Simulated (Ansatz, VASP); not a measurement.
**Sr in VASP and in Ansatz**

Contents of INCAR:

```
ALGO = Normal ; EDIFF = 1E-7
ENCUT = 520 ; ISIF = 2
ISMEAR = -1 ; LASPH = True
LCHARG = False ; LREAL = False
LWAVE = False ; NBANDS = 11
NELM = 80 ; PREC = Accurate
SIGMA = 0.08
```

KPOINTS

```
k-points
0
Gamma
  10 10 10
```

POSCAR

```
Sr
1.0
    0.0000000000      3.0624986004      3.0624986004
    3.0624986004      0.0000000000      3.0624986004
    3.0624986004      3.0624986004      0.0000000000
Sr
1
Direct
    0.0000000000      0.0000000000      0.0000000000
```

Input for Ansatz:

```yaml
crystal:
  lattice:
    - [0.0, 3.0624986004, 3.0624986004]
    - [3.0624986004, 0.0, 3.0624986004]
    - [3.0624986004, 3.0624986004, 0.0]
  atoms:
    - { symbol: Sr, position: [0.0, 0.0, 0.0] }
kpoints:
  mp_grid: { grid: [10, 10, 10] }
  band_path:
    path:
      - [0.0, 0.0, 0.0]
      - [0.5, 0.0, 0.5]
      - [0.625, 0.25, 0.625]
      - [0.375, 0.375, 0.75]
      - [0.0, 0.0, 0.0]
      - [0.5, 0.5, 0.5]
      - [0.5, 0.25, 0.75]
      - [0.5, 0.0, 0.5]
    npoints: 5
scf:
  occupations: { method: fermi_dirac, width: 0.08 }
hamiltonian:
  xc: lda
  pseudopotentials: { kind: all_electron, lapw: { basis_error: 0.0005 } }
output:
  forces: true
  stress: true
  eigenvalues: true
```

Change from the starting cell: volume scaled by 1.02.

Alike in both runs: task single point; functional LDA; k mesh 10 × 10 × 10; occupations fermi-dirac, width 0.08 eV; no spin polarisation.

|  | VASP | Ansatz |
| --- | --- | --- |
| version | VASP 6.6.1 | Ansatz 0.2.0 |
| potentials or method | VASP PAW LDA potentials, release 64 (Sr_sv), cutoff 520 eV | all-electron LAPW, scalar-relativistic |

```csv
,VASP,Ansatz,Ansatz less VASP
pressure (GPa),-1.7,-1.7,+0.01
```

LDA's correlation is that of Perdew and Zunger in VASP and of Perdew and Wang (1992) in Ansatz. Ansatz ran all-electron here, and VASP with PAW potentials.
